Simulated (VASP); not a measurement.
A run of VASP 6.6.1 is set up as follows.

Contents of INCAR:

```
  PREC = Accurate
  ENCUT = 520
  EDIFF = 1E-6
  ISMEAR = 0
  SIGMA = 0.1
  LREAL = False
  LASPH = True
  NELM = 100
  ALGO = Normal
  ISIF = 2
  LWAVE = False
  LCHARG = False
  GGA = PE
  NBANDS = 16
```

Contents of KPOINTS:

```
Automatic mesh
0
Gamma
  6 6 6
```

The input POSCAR:

```
SrCl
1.0
    0.0000000000      3.0803912800      3.0803912800
    3.0803912800      0.0000000000      3.0803912800
    3.0803912800      3.0803912800      0.0000000000
Sr Cl
1 1
Direct
    0.0000000000      0.0000000000      0.0000000000
    0.2500000000      0.2500000000      0.2500000000
```

Potentials or basis: VASP PAW PBE potentials, release 64 (Sr_sv, Cl).

Run with:

```console
$ cat potpaw_PBE.64/Sr_sv/POTCAR potpaw_PBE.64/Cl/POTCAR > POTCAR
$ mpirun -np 1 vasp_std > vasp.out
```

Estimate the pressure.

12.3 GPa.

Predict the band gap on the k mesh.

zero (an odd number of electrons rules out a gap without spin polarisation).

Caveat: the cell stands under pressure; an odd number of electrons without spin polarisation forces a metal; a magnetic or distorted state may lie lower.
